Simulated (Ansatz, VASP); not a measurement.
Two plane-wave programs on B6N

```
CELL_PARAMETERS angstrom
-2.47671 2.47671 2.47671
2.47671 -2.47671 2.47671
2.47671 2.47671 -2.47671
ATOMIC_POSITIONS crystal
B 0.50000 0.75000 0.25000
B 0.50000 0.25000 0.75000
B 0.25000 0.50000 0.75000
B 0.75000 0.50000 0.25000
B 0.75000 0.25000 0.50000
B 0.25000 0.75000 0.50000
N 0.00000 0.00000 0.00000
```

Alike in both runs: functional PBE; k mesh 5 × 5 × 5; occupations gaussian, width 0.2 eV; no spin polarisation.

Ansatz relaxed the structure, and its values are those at the end. VASP's run is a single point on that final structure, the one shown.

|  | VASP | Ansatz |
| --- | --- | --- |
| version | VASP 6.6.1 | Ansatz 0.2.0 |
| potentials or method | VASP PAW PBE potentials, release 64 (B, N), cutoff 600 eV | scalar-relativistic, plane waves, PAW |
| valence electrons in the cell | 23 | 23 |

```csv
,VASP,Ansatz,Ansatz less VASP
gap on the k mesh at the Fermi level (eV),none,none,-
pressure (GPa),-0.4,-0.3,+0.09
```

A gap of «none» marks a metal or a gap that the smearing closes.
